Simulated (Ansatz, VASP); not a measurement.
## Two plane-wave programs on KCdCO3F

```
K Cd C O F
1.0
     5.13207    0.00000    0.00000
    -2.56603    4.44450    0.00000
     0.00000    0.00000    4.48945
K Cd C O F
1 1 1 3 1
Direct
  0.00000 0.00000 0.00000
  0.66667 0.33333 0.50000
  0.33333 0.66667 0.50000
  0.18786 0.37572 0.50000
  0.18786 0.81214 0.50000
  0.62428 0.81214 0.50000
  0.66667 0.33333 0.00000
```

Alike in both runs: functional PBE; k mesh 9 × 9 × 10; occupations gaussian, width 0.02 eV; no spin polarisation.

Ansatz relaxed the structure, and its values are those at the end. VASP's run is a single point on that final structure, the one shown.

|  | VASP | Ansatz |
| --- | --- | --- |
| version | VASP 6.6.1 | Ansatz 0.2.0 |
| potentials or method | VASP PAW PBE potentials, release 64 (K_sv, Cd_sv_GW, C, O, F), cutoff 700 eV | scalar-relativistic, plane waves, PAW |
| valence electrons in the cell | 58 | 58 |

Ansatz gave:

- gap on the k mesh at the Fermi level (eV): 1.78
- least direct gap on the mesh (eV): 1.78
- pressure (GPa): 0.0
- rms of the force components (eV/Å): 0.000

Problem. What did VASP give for the same quantities?

Solution. gap on the k mesh at the Fermi level (eV): 1.78; least direct gap on the mesh (eV): 1.78; pressure (GPa): 0.3; rms of the force components (eV/Å): 0.096.
